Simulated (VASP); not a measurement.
A run of VASP 6.6.1 is set up as follows.

Contents of INCAR:

```
  PREC = Accurate
  ENCUT = 520
  EDIFF = 1E-6
  ISMEAR = -1
  SIGMA = 0.1
  LREAL = F
  LASPH = T
  NELM = 60
  ALGO = Normal
  ISIF = 2
  LWAVE = F
  LCHARG = T
  GGA = PS
  LELF = T
  LVHAR = T
  NBANDS = 10
```

File KPOINTS:

```
regular mesh
0
Gamma
  16 16 16
```

Contents of POSCAR:

```
Re
1.0
   -1.4782523826      1.4782523826      1.4782523826
    1.4782523826     -1.4782523826      1.4782523826
    1.4782523826      1.4782523826     -1.4782523826
Re
1
Direct
    0.0000000000      0.0000000000      0.0000000000
```

Potentials or basis: VASP PAW PBE potentials, release 64 (Re).

The run is started by

```console
$ cat potpaw_PBE.64/Re/POTCAR > POTCAR
$ mpirun -np 1 vasp_std > vasp.out
```

Task: Estimate the pressure.

Result: 67.0 GPa.

Task: Estimate the band gap on the k mesh.

Result: Zero (an odd number of electrons rules out a gap without spin polarisation).

Caveat: the cell stands under pressure; the PAW data sets were made with another functional, which shifts forces and pressure a little; spin-orbit coupling is left out, which moves the levels of the heavy elements.
